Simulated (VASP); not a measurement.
TiTe2: phonons with PBE+D3(BJ)

TiTe2:

```
Ti Te
1.0
     3.69725    0.00000    0.00000
    -1.84862    3.20191    0.00000
     0.00000    0.00000    6.38895
Ti Te
1 2
Direct
  0.00000 0.00000 0.00000
  0.66667 0.33333 0.27114
  0.33333 0.66667 0.72886
```

```json
{
  "Program": "VASP 6.6.1",
  "Task": "phonons",
  "Functional": "PBE",
  "Dispersion": "D3(BJ)",
  "Potentials or basis": "VASP PAW PBE potentials, release 64 (Ti_sv, Te)",
  "Cutoff": "520 eV",
  "k mesh": "15 × 15 × 8",
  "Occupations": "fermi-dirac, width 0.15 eV",
  "Spin": "no spin polarisation",
  "Dipole correction": "no",
  "Further INCAR settings": "ALGO = Fast; EDIFF = 1e-08; NBANDS = 19; IBRION = 6; POTIM = 0.015; NSW = 1"
}
```

* Highest phonon frequency at Γ, LO-TO splitting left out: 281 cm⁻¹
* Dispersion energy per atom: -0.522 eV

Phonon frequencies in cm⁻¹ (negative: imaginary):
```
              q point                     frequencies
(0.000, 0.000, 0.000)  -1 0 0 102 102 149 186 186 281
```

Wall time 2.8 h on 1 thread of Oxide Virtual Turin-like Processor (shared host), peak memory 1.8 GiB.
